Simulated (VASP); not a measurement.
Al2Cu: relaxation of cell and atoms with RPBE

Al2Cu:

```
Cu Al
1.0
     4.10518    0.00000    0.00000
     0.00000    4.10518    0.00000
     0.00000    0.00000    2.89131
Cu Al
1 2
Direct
  0.00000 0.00000 0.00000
  0.00000 0.50000 0.50000
  0.50000 0.00000 0.50000
```

| Property | Result |
| --- | --- |
| Program | VASP 6.6.1 |
| Task | relaxation of cell and atoms |
| Functional | RPBE |
| Potentials or basis | VASP PAW PBE potentials, release 64 (Cu, Al) |
| Cutoff | 600 eV |
| k mesh | 7 × 7 × 9 |
| Occupations | fermi-dirac, width 0.05 eV |
| Spin | no spin polarisation |
| Dipole correction | no |
| Further INCAR settings | ALGO = Fast; EDIFF = 1e-06; IBRION = 2; EDIFFG = -0.01; NSW = 60; ISIF = 3 |

The relaxed volume is 16.76 Å³/atom. The relaxed cell is a = 4.159 Å, b = 4.159 Å, c = 2.907 Å, α = 90.00°, β = 90.00°, γ = 90.00° and the space group after relaxing (to 0.05 Å) is P4/mmm (No. 123). The energy gained by relaxing is 4.7 meV/atom. The ionic steps are 14 and the pressure after relaxing is 0.0 GPa.

The path:
```
step  energy change (eV)  largest force (eV/Å)  pressure (GPa)  volume (Å³)
   1              0.0000                0.0000            2.61        48.73
   2             -0.0134                0.0000            0.10        50.62
   3             -0.0114                0.0000           -1.27        51.03
   4             -0.0133                0.0000           -0.53        50.66
   5             -0.0141                0.0000            0.20        50.25
   6             -0.0141                0.0000           -0.14        50.30
   7             -0.0141                0.0000            0.03        50.27
   8             -0.0141                0.0000            0.14        50.27
   9             -0.0141                0.0000           -0.18        50.37
  10             -0.0141                0.0000            0.09        50.32
  11             -0.0141                0.0000           -0.02        50.35
  12             -0.0141                0.0000           -0.14        50.35
  13             -0.0141                0.0000           -0.10        50.35
  14             -0.0142                0.0000            0.00        50.27
```

Final structure:
```xyz
3
Lattice="4.1588 0.0000 0.0000 0.0000 4.1588 0.0000 0.0000 0.0000 2.9066" Properties=species:S:1:pos:R:3 pbc="T T T"
Cu    0.0000    4.1588    0.0000
Al    0.0000    2.0794    1.4533
Al    2.0794    4.1588    1.4533
```

Levels at points of the mesh, in eV from the Fermi level:
```
           k point  band 5  band 6  band 7  band 8  band 9  band 10  band 11  band 12
(0.00, 0.00, 0.00)   -3.91   -3.91   -2.34   -2.34   -0.23     0.90     5.96     6.00
```

It took 3.5 min on 1 thread of Intel(R) Xeon(R) Platinum 8375C CPU @ 2.90GHz (Ice Lake) (shared host), peak memory 0.2 GiB.

Caveat: the PAW data sets were made with another functional, which shifts forces and pressure a little.
